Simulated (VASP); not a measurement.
# Zn (Fm-3m) in VASP: settings compared, part 2 of 2

VASP 6.6.1. Earlier steps stand in the parts before.

## (4) Single point, B3LYP

This run uses another cell than the first one, of 15.91 Å³/atom.

Input file POSCAR:

```
Zn
1.0
    0.0000000000      1.9961467420      1.9961467420
    1.9961467420      0.0000000000      1.9961467420
    1.9961467420      1.9961467420      0.0000000000
Zn
1
Direct
    0.0000000000      0.0000000000      0.0000000000
```

Input file INCAR.step1:

```
SYSTEM = Zn
PREC = Accurate
ENCUT = 400
EDIFF = 1E-5
ISMEAR = -1
SIGMA = 0.05
LREAL = .False.
LASPH = .True.
NELM = 120
ALGO = Normal
ISIF = 2
LWAVE = .True.
LCHARG = .False.
NBANDS = 12
GGA = PE
GGA_COMPAT = .False.
```

Input file INCAR.step2:

```
SYSTEM = Zn
PREC = Accurate
ENCUT = 400
EDIFF = 1E-6
ISMEAR = -1
SIGMA = 0.05
LREAL = .False.
LASPH = .True.
NELM = 120
ALGO = Normal
ISIF = 2
LWAVE = .False.
LCHARG = .False.
GGA = B3
LHFCALC = .True.
AEXX = 0.2
AGGAX = 0.72
AGGAC = 0.81
ALDAC = 0.19
PRECFOCK = Normal
NBANDS = 12
ISTART = 1
GGA_COMPAT = .False.
```

Input file KPOINTS:

```
Automatic mesh
0
Gamma
  6 6 6
  0 0 0
```

Potentials or basis: VASP PAW PBE potentials, release 64 (Zn).

The run is started by

```bash
$ cat potpaw_PBE.64/Zn/POTCAR > POTCAR
$ cp INCAR.step1 INCAR
$ mpirun -np 1 vasp_std > vasp.out
$ cp INCAR.step2 INCAR
$ mpirun -np 1 vasp_std > vasp.out
```

OUTCAR:

```text
SYSTEM = Zn
   PREC = Accurate
   ENCUT = 400
   EDIFF = 1E-6
   ISMEAR = -1
   LREAL = .False.
   LASPH = .True.
   NELM = 120
   ISIF = 2
   GGA = B3
   LHFCALC = .True.
   AEXX = 0.2
   PRECFOCK = Normal
   ISTART = 1

 ion  position               nearest neighbor table
   1  0.000  0.000  0.000-

  LATTYP: Found a face centered cubic cell.
 ALAT       =     3.9922934840

  Lattice vectors:

 A1 = (   0.0000000000,   1.9961467420,   1.9961467420)
 A2 = (   1.9961467420,   0.0000000000,   1.9961467420)
 A3 = (   1.9961467420,   1.9961467420,   0.0000000000)

Analysis of symmetry for initial positions (statically):
=====================================================================
 Subroutine PRICEL returns:
 Original cell was already a primitive cell.

 Routine SETGRP: Setting up the symmetry group for a
 face centered cubic supercell.

 Subroutine GETGRP returns: Found 48 space group operations
 (whereof 48 operations were pure point group operations)
 out of a pool of 48 trial point group operations.

[... 164 lines left out ...]

 k-point     1 :       0.0000    0.0000    0.0000
  band No.  band energies     occupation
      1      -8.3602      2.00000
      2      -6.8792      2.00000
      3      -6.8792      2.00000
      4      -6.8792      2.00000
      5      -6.5390      2.00000
      6      -6.5390      2.00000
      7      21.7465      0.00000
      8      21.7465      0.00000
      9      21.7465      0.00000
     10      22.8489      0.00000
     11      24.7025      0.00000
     12      24.7025      0.00000
[... 211 lines left out ...]
 k-point    16 :      -0.3333    0.5000    0.1667
  band No.  band energies     occupation
      1      -7.2263      2.00000
      2      -7.1894      2.00000
      3      -6.5941      2.00000
      4      -6.4265      2.00000
      5      -6.1804      2.00000
      6       3.8758      0.00000
      7       5.7662      0.00000
      8       7.8728      0.00000
      9       8.7783      0.00000
     10      21.6298      0.00000
     11      22.3107      0.00000
     12      30.6520      0.00000

------------------------ aborting loop because EDIFF is reached ----------------------------------------

  FORCE on cell =-STRESS in cart. coord.  units (eV):
  Direction    XX          YY          ZZ          XY          YZ          ZX
  --------------------------------------------------------------------------------------
  -------------------------------------------------------------------------------------
  Total       -0.0720064     -0.0720064     -0.0720064      0.0000000      0.0000000     -0.0000000
  in kB       -7.2522786     -7.2522786     -7.2522786      0.0000000      0.0000000     -0.0000000
  external PRESSURE =      -7.2522786 kB  Pullay stress =       0.0000000 kB

 VOLUME and BASIS-vectors are now :
 -----------------------------------------------------------------------------
  energy-cutoff  :      400.00
  volume of cell :       15.91
      direct lattice vectors                 reciprocal lattice vectors
     0.000000000  1.996146742  1.996146742    -0.250482587  0.250482587  0.250482587
     1.996146742  0.000000000  1.996146742     0.250482587 -0.250482587  0.250482587
     1.996146742  1.996146742  0.000000000     0.250482587  0.250482587 -0.250482587

 POSITION                                       TOTAL-FORCE (eV/Angst)
 -----------------------------------------------------------------------------------
      0.00000      0.00000      0.00000        -0.000000     -0.000000     -0.000000
 -----------------------------------------------------------------------------------
    total drift:                               -0.000000     -0.000000     -0.000000

  FREE ENERGIE OF THE ION-ELECTRON SYSTEM (eV)
  ---------------------------------------------------
  free  energy   TOTEN  =        -0.3854225538 eV

  energy  without entropy=       -0.3782975525  energy(sigma->0) =       -0.38186005
```

OUTCAR.step1:

```text
SYSTEM = Zn
   PREC = Accurate
   ENCUT = 400
   EDIFF = 1E-5
   ISMEAR = -1
   LREAL = .False.
[... 446 lines left out ...]
 -----------------------------------------------------------------------------------
      0.00000      0.00000      0.00000         0.000000      0.000000      0.000000
 -----------------------------------------------------------------------------------
    total drift:                                0.000000     -0.000000      0.000000

  FREE ENERGIE OF THE ION-ELECTRON SYSTEM (eV)
  ---------------------------------------------------
  free  energy   TOTEN  =        -0.9455079523 eV

  energy  without entropy=       -0.9317464510  energy(sigma->0) =       -0.93862720
```

OSZICAR.step1:

```text
N       E                     dE             d eps       ncg     rms          rms(c)
DAV:   1     0.373827530870E+02    0.37383E+02   -0.56038E+03   396   0.129E+03
DAV:   2     0.341438915896E-01   -0.37349E+02   -0.34368E+02   404   0.181E+02
DAV:   3    -0.103366866595E+01   -0.10678E+01   -0.10659E+01   468   0.328E+01
DAV:   4    -0.103597075244E+01   -0.23021E-02   -0.23020E-02   444   0.150E+00
DAV:   5    -0.103597282961E+01   -0.20772E-05   -0.20775E-05   428   0.433E-02    0.256E+00
DAV:   6    -0.951778372995E+00    0.84194E-01   -0.45176E-01   464   0.133E+01    0.201E+00
DAV:   7    -0.947436423642E+00    0.43419E-02   -0.95009E-03   408   0.185E+00    0.101E+00
DAV:   8    -0.945499642992E+00    0.19368E-02   -0.11017E-03   484   0.451E-01    0.376E-02
DAV:   9    -0.945507952273E+00   -0.83093E-05   -0.73706E-05   504   0.104E-01
   1 F= -.94550795E+00 E0= -.93862720E+00  d E =-.137615E-01
```

Run time: 5.8 min. Hardware: 1 thread of Intel Xeon Platinum 8375C at 2.90GHz (Ice Lake), shared host; peak memory 0.12 GiB.

What came out:

* Free energy: -0.3854 eV
* Pressure: -0.7 GPa
* Band gap on the k mesh: zero (bands 6 and 7 overlap by 2.82 eV)

Caveat: the k points lie up to 0.45 Å⁻¹ apart, too coarse for converged energies and pressures of a metal; the PAW data sets were made with another functional, which shifts forces and pressure a little.

## (5) Summary

```csv
level,cell,share of exact exchange,screening parameter,gap on the mesh (eV),pressure (GPa)
PBEsol-based screened hybrid with 25 % exact exchange,"a = 2.779 Å, angles 60.0°, 1 atom",0.25,0.207 1/Å,none,-4.9
HF,"a = 2.779 Å, angles 60.0°, 1 atom",1,-,none,10.6
B3LYP,"a = 2.823 Å, angles 60.0°, 1 atom",0.2,-,none,-0.7
```

Alike in all rows: task single point; potentials or basis VASP PAW PBE potentials, release 64 (Zn); no spin polarisation; k mesh 6 × 6 × 6; cutoff (eV) 400; smearing fermi-dirac 0.05 eV.

Caveats: all runs use coarse meshes; the PAW data sets were made with another functional, which shifts forces and pressure a little.

Absolute energies hang on the potentials; compare differences alone.
